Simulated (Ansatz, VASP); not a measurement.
# Two plane-wave programs on KAgCl2

```xyz
4
Lattice="2.1482 1.2403 6.8095 -2.1482 1.2403 6.8095 0.0000 -2.4806 6.8095" Properties=species:S:1:pos:R:3 pbc="T T T"
K     2.1482    1.2403    6.8095
Ag    0.0000    0.0000   10.2143
Cl    0.0000    0.0000    4.8676
Cl    0.0000    0.0000   15.5610
```

Alike in both runs: task single point; functional PBE; k mesh 6 × 6 × 6; no spin polarisation.

|  | VASP | Ansatz |
| --- | --- | --- |
| version | VASP 6.6.1 | Ansatz 0.2.0 |
| potentials or method | VASP PAW PBE potentials, release 64 (K_sv, Ag, Cl) | plane waves, PAW |
| plane-wave cutoff (eV) | 520 | 420 |
| occupations | gaussian, width 0.01 eV | fixed |
| valence electrons in the cell | 34 | 42 |

Ansatz gave:

```
gap on the k mesh at the Fermi level (eV) : 2.51
pressure (GPa)                            : -0.7
rms of the force components (eV/Å)        : 0.006
```

Problem. Estimate VASP's values.

Solution. gap on the k mesh at the Fermi level (eV): 2.50; pressure (GPa): -0.7; rms of the force components (eV/Å): 0.011.

Atom by atom the forces differ by 0.005 eV/Å (rms over components). VASP's potentials hold 34 valence electrons a cell and Ansatz's 42, so a difference there can come from the potentials and not from the codes.
